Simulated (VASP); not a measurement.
**MgW: single point with PBE**

The system is MgW.

```
Mg W
1.0
     1.42486    0.82264    4.91690
    -1.42486    0.82264    4.91690
     0.00000   -1.64528    4.91690
Mg W
1 1
Cartesian
  0.0000 0.0000 0.0000
  0.0000 0.0000 7.3754
```

The cell was generated, and may not be a known phase.

```yaml
Program: VASP 6.6.1
Task: single point
Functional: PBE
Potentials_or_basis: VASP PAW PBE potentials, release 64 (Mg, W_sv)
Cutoff: 520 eV
k_mesh: 18 × 18 × 18
Occupations: gaussian, width 0.1 eV
Spin: no spin polarisation
Dipole_correction: no
Further_INCAR_settings: ALGO = Fast; EDIFF = 1e-06; NBANDS = 15
```

```json
{"Pressure": "0.0 GPa", "Band gap on the k mesh": "zero (bands 8 and 9 overlap by 1.65 eV)"}
```

Stress tensor (GPa, compression positive):
```
 0.13  0.00  0.00
 0.00  0.13  0.00
 0.00  0.00 -0.12
```

Levels at points of the mesh, in eV from the Fermi level:
```csv
k point,band 4,band 5,band 6,band 7,band 8,band 9,band 10,band 11,band 12,band 13
"(0.00, 0.00, 0.00)",-37.39,-8.21,-4.25,-1.13,0.09,0.09,2.84,2.84,3.75,13.61
"(0.50, 0.00, 0.00)",-37.60,-4.27,-3.24,-1.53,-0.48,1.62,3.44,4.89,5.38,6.93
"(0.50, 0.50, 0.00)",-37.60,-4.18,-3.40,-0.86,-0.72,1.70,1.74,5.26,5.38,8.51
"(0.50, 0.50, 0.50)",-37.39,-6.93,-5.88,-2.09,0.09,0.09,2.90,2.90,6.33,12.49
```

It took 10 min on 1 thread of Intel(R) Xeon(R) Platinum 8259CL CPU @ 2.50GHz (Skylake/Cascade Lake), on a shared host, peak memory 0.51 GiB.

Caveat: spin-orbit coupling is left out, which moves the levels of the heavy elements.
